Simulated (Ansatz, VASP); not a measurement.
**Two plane-wave programs on Mn**

The input POSCAR:

```
Mn
1.0
    3.0930000000      0.0000000000      0.0000000000
    0.0000000000      3.0930000000      0.0000000000
    0.0000000000      0.0000000000      3.0930000000
Mn
2
Direct
    0.0000000000      0.0000000000      0.0000000000
    0.5000000000      0.5000000000      0.5000000000
```

Contents of INCAR.step1:

```
SYSTEM = Mn
  PREC = Accurate
  ENCUT = 520
  ISMEAR = 0
  SIGMA = 0.1
  LREAL = .False.
  LASPH = .True.
  NELM = 150
  ISPIN = 2
  MAGMOM = 4.5 4.5
  LMAXMIX = 4
  NBANDS = 24
  GGA = PE
  ALGO = Normal
  EDIFF = 1E-4
  LWAVE = .True.
  LCHARG = .False.
```

The input INCAR.step2:

```
SYSTEM = Mn
  PREC = Accurate
  ENCUT = 520
  EDIFF = 1E-6
  ISMEAR = 0
  SIGMA = 0.1
  LREAL = .False.
  LASPH = .True.
  NELM = 150
  ALGO = Normal
  ISIF = 2
  LWAVE = .False.
  LCHARG = .False.
  ISPIN = 2
  MAGMOM = 4.5 4.5
  LORBIT = 11
  LMAXMIX = 4
  METAGGA = R2SCAN
  LMIXTAU = .True.
  NBANDS = 24
  ISTART = 1
```

The input KPOINTS:

```
regular mesh
0
Gamma
  10 10 10
  0 0 0
```

Input for Ansatz:

```yaml
crystal:
  lattice:
    - [3.093, 0.0, 0.0]
    - [0.0, 3.093, 0.0]
    - [0.0, 0.0, 3.093]
  atoms:
    - { symbol: Mn, position: [0.0, 0.0, 0.0], spin: 4.5 }
    - { symbol: Mn, position: [0.5, 0.5, 0.5], spin: 4.5 }
magnetization:
  spin_polarized: true
hamiltonian:
  xc: r2scan
  pseudopotentials: { kind: paw }
basis:
  ecutwfc: 500
kpoints:
  mp_grid: { grid: [10, 10, 10] }
scf:
  occupations: { method: gaussian, width: 0.1 }
  lower_state_search: "off"
output:
  forces: true
  stress: true
```

Alike in both runs: task single point; functional r2SCAN; k mesh 10 × 10 × 10; occupations gaussian, width 0.1 eV; collinear spin.

|  | VASP | Ansatz |
| --- | --- | --- |
| version | VASP 6.6.1 | Ansatz 0.2.0 |
| potentials or method | VASP PAW PBE potentials, release 64 (Mn_pv), cutoff 520 eV | PAW, plane waves, scalar-relativistic |
| valence electrons in the cell | 26 | 30 |

```csv
,VASP,Ansatz,Ansatz less VASP
pressure (GPa),7.1,6.8,-0.34
net moment per atom (μB),3.81,3.80,-0.007
size of the moment on the site where the two differ most (μB),3.78,3.79,+0.006
```

VASP's potentials were made for PBE, not for r2SCAN. Site moments also hang on the region over which each program counts them. VASP's potentials hold 26 valence electrons a cell and Ansatz's 30, so a difference there can come from the potentials and not from the codes. Ansatz's warnings: stability check not made.
